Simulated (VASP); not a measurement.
# Cd (I4/mmm) in VASP: notebook

Cd is run at these levels: PBEsol; tasks: single point.

Program: VASP 6.6.1. These are calculated values, not measurements. Logs are shortened: lines on timing, memory, paths and dates and some standing lists are left out, and cuts for length are marked.

## (1) The cell of the first run

The structure is tetragonal, space group I4/mmm (No. 139). The conventional cell has a = 4.006 Å, b = 4.006 Å, c = 2.832 Å, α = 90.00°, β = 90.00°, γ = 90.00°. Cd (site symmetry 4/mmm) has 10 Cd at 2.83 to 3.17 Å within 3.7 Å.

## (2) Single point, PBEsol

Contents of INCAR:

```
SYSTEM = Cd
PREC = Accurate
ENCUT = 520
EDIFF = 1E-7
ISMEAR = 0
SIGMA = 0.15
LREAL = .FALSE.
LASPH = .TRUE.
NELM = 100
ALGO = Normal
ISIF = 2
LWAVE = .FALSE.
LCHARG = .TRUE.
GGA = PS
LELF = .TRUE.
LVHAR = .TRUE.
NBANDS = 12
```

Contents of KPOINTS:

```
regular mesh
0
G
  20 20 20
  0 0 0
```

Contents of POSCAR:

```
Cd
1.0
   -2.0029345540      2.0029345540      1.4160747297
    2.0029345540     -2.0029345540      1.4160747297
    2.0029345540      2.0029345540     -1.4160747297
Cd
1
Direct
    0.0000000000      0.0000000000      0.0000000000
```

Potentials or basis: VASP PAW PBE potentials, release 64 (Cd).

On the command line:

```
> cat potpaw_PBE.64/Cd/POTCAR > POTCAR
> mpirun -np 1 vasp_std > vasp.out
```

OUTCAR:

```text
SYSTEM = Cd
   PREC = Accurate
   ENCUT = 520
   EDIFF = 1E-7
   ISMEAR = 0
   LREAL = .FALSE.
   LASPH = .TRUE.
   NELM = 100
   ISIF = 2
   GGA = PS

 ion  position               nearest neighbor table
   1  0.000  0.000  0.000-

  LATTYP: Found a body centered tetragonal cell.
 ALAT       =     4.0058691080
 C/A-ratio  =     0.7070000000

  Lattice vectors:

 A1 = (  -2.0029345540,   2.0029345540,   1.4160747297)
 A2 = (   2.0029345540,  -2.0029345540,   1.4160747297)
 A3 = (   2.0029345540,   2.0029345540,  -1.4160747297)

Analysis of symmetry for initial positions (statically):
=====================================================================
 Subroutine PRICEL returns:
 Original cell was already a primitive cell.

 Routine SETGRP: Setting up the symmetry group for a
 body centered tetragonal supercell.

 Subroutine GETGRP returns: Found 16 space group operations
 (whereof 16 operations were pure point group operations)
 out of a pool of 16 trial point group operations.

The static configuration has the point symmetry D_4h.

Analysis of symmetry for dynamics (positions and initial velocities):
=====================================================================
 Subroutine PRICEL returns:
 Original cell was already a primitive cell.

 Routine SETGRP: Setting up the symmetry group for a
 body centered tetragonal supercell.

 Subroutine GETGRP returns: Found 16 space group operations
 (whereof 16 operations were pure point group operations)
 out of a pool of 16 trial point group operations.

The dynamic configuration has the point symmetry D_4h.

 Subroutine INISYM returns: Found 16 space group operations
 (whereof 16 operations are pure point group operations),
 and found     1 'primitive' translations

----------------------------------------------------------------------------------------

                                     Primitive cell

  volume of cell :      22.7237

  direct lattice vectors                    reciprocal lattice vectors
    -2.002934554  2.002934554  1.416074730     0.000000000  0.249633718  0.353088710
     2.002934554 -2.002934554  1.416074730     0.249633718  0.000000000  0.353088710
     2.002934554  2.002934554 -1.416074730     0.249633718  0.249633718  0.000000000

  length of vectors
     3.166821955  3.166821955  3.166821955     0.432421820  0.432421820  0.353035390

  position of ions in fractional coordinates (direct lattice)
[... 78 lines left out ...]
   LREAL  =      F    real-space projection
   EDIFFG = 0.1E-05   stopping-criterion for IOM
   NSW    =      0    number of steps for IOM
   IBRION =     -1    ionic relax: 0-MD 1-quasi-New 2-CG
   NFREE  =      0    steps in history (QN), initial steepest desc. (CG)
   ISIF   =      2    stress and relaxation
   ISYM   =      2    0-nonsym 1-usesym 2-fastsym
   POTIM  = 0.5000    time-step for ionic-motion
   TEBEG  =    0.0;   TEEND  =   0.0 temperature during run
   PSTRESS=    0.0 pullay stress
   NELECT =      12.0000    total number of electrons
   NUPDOWN=      -1.0000    fix difference up-down
   EMIN   =  10.00;   EMAX   =-10.00  energy-range for DOS
   EFERMI =   0.00;   METHOD = LEGACY
   ISMEAR =     0;   SIGMA  =   0.15  broadening in eV -4-tet -1-fermi 0-gaus
   EFERMI_NEDOS =   21; number of points for ismear=-14 and -15
   IALGO  =     38    algorithm
   IMIX   =      4    mixing-type and parameters
     AMIX     =   0.40;   BMIX     =  1.00
     AMIX_MAG =   1.60;   BMIX_MAG =  1.00
  volume/ion in A,a.u.               =      22.72       153.35
  Fermi-wavevector in a.u.,A,eV,Ry     =   1.323250  2.500581 23.823686  1.750992
  Thomas-Fermi vector in A             =   2.452872
   LORBIT       =      0    0 simple, 1 ext, 2 COOP (PROOUT), +10 PAW based schemes
   GGA     = PS    functional components
   LHFCALC =     F    Hartree Fock is set to
   AEXX    =    0.0000 exact exchange contribution
   IVDW    =     0    specifies the selected vdW correction
   LEPSILON=     F    determine dielectric tensor
   LRPA    =     F    only Hartree local field effects (RPA)
 non-spin polarized calculation
 Gauss-broadening in eV      SIGMA  =   0.15
  energy-cutoff  :      520.00
  volume of cell :       22.72
 maximum number of plane-waves:       635
   NGX = 11   NGY = 11   NGZ = 11

 number of electron      12.0000006 magnetization

 Free energy of the ion-electron system (eV)
  ---------------------------------------------------
  ext. energy  EPLUGINS =         0.00000000
  ---------------------------------------------------
  free energy    TOTEN  =        -1.17429666 eV

  energy without entropy =       -1.17000453  energy(sigma->0) =       -1.17215060

 E-fermi :   2.2519     XC(G=0): -10.9159

 val. band max:        2.2480325415   @ k =   0.3500   0.3500   0.1000
 cond. band min:       2.2692896736   @ k =  -0.4500   0.3500   0.0000
 fundamental gap:      0.0212571321
 Fermi energy:         2.2519174748

 k-point     1 :       0.0000    0.0000    0.0000
  band No.  band energies     occupation
      1      -7.0889      2.00000
      2      -7.0552      2.00000
      3      -6.2316      2.00000
      4      -6.2316      2.00000
      5      -6.1007      2.00000
      6      -5.9957      2.00000
      7      13.0029      0.00000
      8      13.0029      0.00000
      9      16.8981      0.00000
     10      17.4757      0.00000
     11      21.7125      0.00000
     12      21.7125      0.00000
[... 331 lines left out ...]
 k-point    24 :      -0.3500    0.0500    0.0000
  band No.  band energies     occupation
      1      -7.0078      2.00000
      2      -6.9095      2.00000
      3      -6.1807      2.00000
      4      -6.1327      2.00000
      5      -6.0572      2.00000
      6      -2.8010      2.00000
      7       9.1243      0.00000
      8       9.8424      0.00000
      9      11.5092      0.00000
     10      15.7677      0.00000
     11      17.3603      0.00000
     12      21.3806      0.00000

 [... further k-points ...]
[... 5 lines left out ...]
  --------------------------------------------------------------------------------------
  -------------------------------------------------------------------------------------
  Total       -0.3920841     -0.3920841      0.1379111      0.0000000      0.0000000      0.0000000
  in kB      -27.6445859    -27.6445859      9.7236714      0.0000000      0.0000000      0.0000000
  external PRESSURE =     -15.1885001 kB  Pullay stress =       0.0000000 kB

 VOLUME and BASIS-vectors are now :
 -----------------------------------------------------------------------------
  energy-cutoff  :      520.00
  volume of cell :       22.72
      direct lattice vectors                 reciprocal lattice vectors
    -2.002934554  2.002934554  1.416074730     0.000000000  0.249633718  0.353088710
     2.002934554 -2.002934554  1.416074730     0.249633718  0.000000000  0.353088710
     2.002934554  2.002934554 -1.416074730     0.249633718  0.249633718  0.000000000

 POSITION                                       TOTAL-FORCE (eV/Angst)
 -----------------------------------------------------------------------------------
      0.00000      0.00000      0.00000        -0.000000      0.000000      0.000000
 -----------------------------------------------------------------------------------
    total drift:                                0.000000      0.000000     -0.000000

  FREE ENERGIE OF THE ION-ELECTRON SYSTEM (eV)
  ---------------------------------------------------
  free  energy   TOTEN  =        -1.1742966634 eV

  energy  without entropy=       -1.1700045282  energy(sigma->0) =       -1.17215060
```

It took 88 s on 1 thread of AMD EPYC 7R13 (Zen 3), shared host; peak memory 0.25 GiB.

Results:

```
Free energy            : -1.1743 eV
Pressure               : -1.5 GPa
Band gap on the k mesh : zero (band 6 reaches 4.78 eV, above the bottom of band 7 at -0.38 eV)
```

Levels at points of the mesh, in eV from the Fermi level:
```
           k point  band 2  band 3  band 4  band 5  band 6  band 7  band 8  band 9  band 10  band 11
(0.00, 0.00, 0.00)   -9.31   -8.48   -8.48   -8.35   -8.25   10.75   10.75   14.65    15.22    19.46
(0.50, 0.00, 0.00)   -9.44   -8.48   -8.14   -7.84   -1.03    0.92    8.14    8.54    12.39    12.70
(0.50, 0.50, 0.00)   -8.98   -8.57   -8.54   -7.99   -2.69   -2.64   14.87   15.29    15.86    16.19
(0.50, 0.50, 0.50)   -9.37   -8.04   -8.04   -7.99    1.15    1.15    2.55    5.98    10.78    14.92
```

Caveat: the PAW data sets were made with another functional, which shifts forces and pressure a little.

## (3) Single point, PBEsol

Contents of INCAR:

```
PREC = Accurate
ENCUT = 520
EDIFF = 1E-7
ISMEAR = 0
SIGMA = 0.15
LREAL = F
LASPH = T
NELM = 100
ALGO = Normal
ISIF = 2
LWAVE = F
LCHARG = T
GGA = PS
LELF = T
LVHAR = T
NBANDS = 12
```

Contents of KPOINTS:

```
Automatic mesh
0
Gamma
  20 20 20
```

Contents of POSCAR:

```
Cd
1.0
   -1.6791112891      1.6791112891      2.0149335470
    1.6791112891     -1.6791112891      2.0149335470
    1.6791112891      1.6791112891     -2.0149335470
Cd
1
Direct
    0.0000000000      0.0000000000      0.0000000000
```

Potentials or basis: VASP PAW PBE potentials, release 64 (Cd).

On the command line:

```
> cat potpaw_PBE.64/Cd/POTCAR > POTCAR
> mpirun -np 1 vasp_std > vasp.out
```

Wall time 1.8 min (1 thread of AMD EPYC 7R13 (Zen 3), shared host); peak memory 0.24 GiB.

Results (log left out):

| Item | Value |
| --- | --- |
| Free energy | -1.1471 eV |
| Pressure | -3.2 GPa |
| Band gap on the k mesh | zero (band 6 reaches 4.26 eV, above the bottom of band 7 at 1.07 eV) |

Stress tensor (GPa, compression positive):
```
-4.04  0.00  0.00
 0.00 -4.04  0.00
 0.00  0.00 -1.45
```

Levels at points of the mesh, in eV from the Fermi level:
| k point | band 3 | band 4 | band 5 | band 6 | band 7 | band 8 | band 9 | band 10 |
| --- | --- | --- | --- | --- | --- | --- | --- | --- |
| (0.00, 0.00, 0.00) | -8.82 | -8.70 | -8.56 | -8.42 | 14.07 | 14.69 | 14.75 | 14.75 |
| (0.50, 0.00, 0.00) | -8.77 | -8.35 | -8.13 | -2.17 | -1.33 | 10.49 | 11.18 | 14.61 |
| (0.50, 0.50, 0.00) | -8.31 | -8.30 | -8.05 | -1.40 | 0.12 | 7.43 | 7.93 | 11.74 |
| (0.50, 0.50, 0.50) | -8.23 | -8.13 | -8.13 | 0.88 | 3.52 | 4.97 | 4.97 | 8.87 |

Caveat: the PAW data sets were made with another functional, which shifts forces and pressure a little.

## (4) Single point, PBEsol

Contents of INCAR:

```
SYSTEM = Cd
PREC = Accurate
ENCUT = 520
EDIFF = 1E-6
ISMEAR = 0
SIGMA = 0.15
LREAL = .FALSE.
LASPH = .TRUE.
NELM = 100
ALGO = Normal
ISIF = 2
LWAVE = .FALSE.
LCHARG = .TRUE.
GGA = PS
LELF = .TRUE.
LVHAR = .TRUE.
NBANDS = 12
```

Contents of KPOINTS:

```
regular mesh
0
G
  20 20 20
  0 0 0
```

Contents of POSCAR:

```
Cd
1.0
   -1.8836501953      1.8836501953      1.6011026660
    1.8836501953     -1.8836501953      1.6011026660
    1.8836501953      1.8836501953     -1.6011026660
Cd
1
Direct
    0.0000000000      0.0000000000      0.0000000000
```

On the command line:

```
> cat potpaw_PBE.64/Cd/POTCAR > POTCAR
> mpirun -np 1 vasp_std > vasp.out
```

Run time: 1.8 min. Hardware: 1 thread of AMD EPYC 7R13 (Zen 3), shared host; peak memory 0.25 GiB.

Results (log left out):

| Property | Result |
| --- | --- |
| Free energy | -1.1454 eV |
| Pressure | -3.1 GPa |
| Band gap on the k mesh | zero (band 6 reaches 4.83 eV, above the bottom of band 7 at 0.53 eV) |

Stress tensor (GPa, compression positive):
```
-1.93  0.00  0.00
 0.00 -1.93  0.00
 0.00  0.00 -5.49
```

Levels at points of the mesh, in eV from the Fermi level:
```tsv
k point	band 3	band 4	band 5	band 6	band 7	band 8	band 9	band 10
(0.00, 0.00, 0.00)	-8.93	-8.79	-8.56	-8.39	13.10	13.10	16.90	16.94
(0.50, 0.00, 0.00)	-8.57	-8.24	-8.12	-1.71	-0.37	8.36	9.00	12.66
(0.50, 0.50, 0.00)	-8.81	-8.57	-8.13	-2.42	-1.89	11.47	12.18	15.51
(0.50, 0.50, 0.50)	-8.21	-8.21	-8.13	2.17	2.17	4.27	6.33	6.85
```

Caveat: the PAW data sets were made with another functional, which shifts forces and pressure a little.

## (5) Single point, PBEsol

Contents of INCAR:

```
PREC = Accurate ; ENCUT = 520
EDIFF = 1E-6 ; ISMEAR = 0
SIGMA = 0.15 ; LREAL = False
LASPH = True ; NELM = 100
ALGO = Normal ; ISIF = 2
LWAVE = False ; LCHARG = False
GGA = PS ; NBANDS = 12
```

Contents of KPOINTS:

```
Automatic mesh
0
Gamma
  20 20 20
```

Contents of POSCAR:

```
Cd
1.0
   -1.9383923893      1.9383923893      1.5119460637
    1.9383923893     -1.9383923893      1.5119460637
    1.9383923893      1.9383923893     -1.5119460637
Cd
1
Direct
    0.0000000000      0.0000000000      0.0000000000
```

On the command line:

```
> cat potpaw_PBE.64/Cd/POTCAR > POTCAR
> mpirun -np 1 vasp_std > vasp.out
```

It took 1.7 min on 1 thread of AMD EPYC 7R13 (Zen 3), shared host; peak memory 0.25 GiB.

It converged, with:

| Quantity | Value |
| --- | --- |
| Free energy | -1.1746 eV |
| Pressure | -3.2 GPa |
| Band gap on the k mesh | zero (band 6 reaches 5.06 eV, above the bottom of band 7 at 0.06 eV) |

Stress tensor (GPa, compression positive):
```
-2.12  0.00  0.00
 0.00 -2.12  0.00
 0.00  0.00 -5.32
```

Levels at points of the mesh, in eV from the Fermi level:
```csv
k point,band 2,band 3,band 4,band 5,band 6,band 7,band 8,band 9,band 10,band 11
"(0.00, 0.00, 0.00)",-9.02,-8.77,-8.77,-8.50,-8.34,11.94,11.94,15.78,16.19,17.97
"(0.50, 0.00, 0.00)",-9.49,-8.57,-8.14,-8.09,-1.45,0.14,8.16,8.70,12.45,12.79
"(0.50, 0.50, 0.00)",-8.94,-8.90,-8.59,-8.11,-2.56,-2.31,13.08,13.67,16.94,17.04
"(0.50, 0.50, 0.50)",-9.49,-8.18,-8.18,-8.08,1.64,1.64,3.44,6.39,8.25,12.41
```

Caveat: the PAW data sets were made with another functional, which shifts forces and pressure a little.

## (6) Overview

```tsv
cell	gap on the mesh (eV)	pressure (GPa)
a = 3.167 Å, angles 101.5, 101.5, 126.9°, 1 atom	none	-1.5
a = 3.114 Å, angles 114.7, 114.7, 99.4°, 1 atom	none	-3.2
a = 3.108 Å, angles 105.4, 105.4, 118.0°, 1 atom	none	-3.1
a = 3.131 Å, angles 103.5, 103.5, 122.2°, 1 atom	none	-3.2
```

Alike in all rows: task single point; level PBEsol; potentials or basis VASP PAW PBE potentials, release 64 (Cd); no spin polarisation; k mesh 20 × 20 × 20; cutoff (eV) 520; smearing gaussian 0.15 eV.

Caveats: the PAW data sets were made with another functional, which shifts forces and pressure a little.

Absolute energies hang on the potentials; compare differences alone.
